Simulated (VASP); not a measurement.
Runs of VASP 6.6.1 on SnO2. The structure is that of space group R-3m (No. 166), or close to it. The cells are those of the table. 

```csv
cell,gap on the mesh (eV),pressure (GPa),largest force (eV/Å)
"a = 5.252 Å, angles 36.6°, 3 atoms",2.04,-13.3,1.11
"a = 5.185 Å, angles 36.6°, 3 atoms",(a),(c),0.75
"a = 5.046 Å, angles 36.6°, 3 atoms",2.89,3.8,0.18
"a = 5.151 Å, angles 36.6°, 3 atoms",2.43,(b),0.55
"a = 5.219 Å, angles 36.6°, 3 atoms",2.16,-11.2,0.94
```

Alike in all rows: task single point; level r2SCAN; potentials or basis VASP PAW PBE potentials, release 64 (Sn_d, O); no spin polarisation; k mesh 10 × 10 × 10; cutoff (eV) 520; smearing fermi-dirac 0.05 eV.

Task: Fill in the values left out.

Result: (a) 2.29; (b) -6.3; (c) -8.9.

Caveats: the PAW data sets were made with another functional, which shifts forces and pressure a little; spin-orbit coupling is left out, which moves the levels of the heavy elements; the cell stands under tension (at least some runs); the stress differs along the axes, from -15 to -10 GPa (at least some runs); the stress differs along the axes, from 0 to 6 GPa (at least some runs).

A k mesh can miss the band edges, and the runs leave out spin-orbit coupling on Sn.
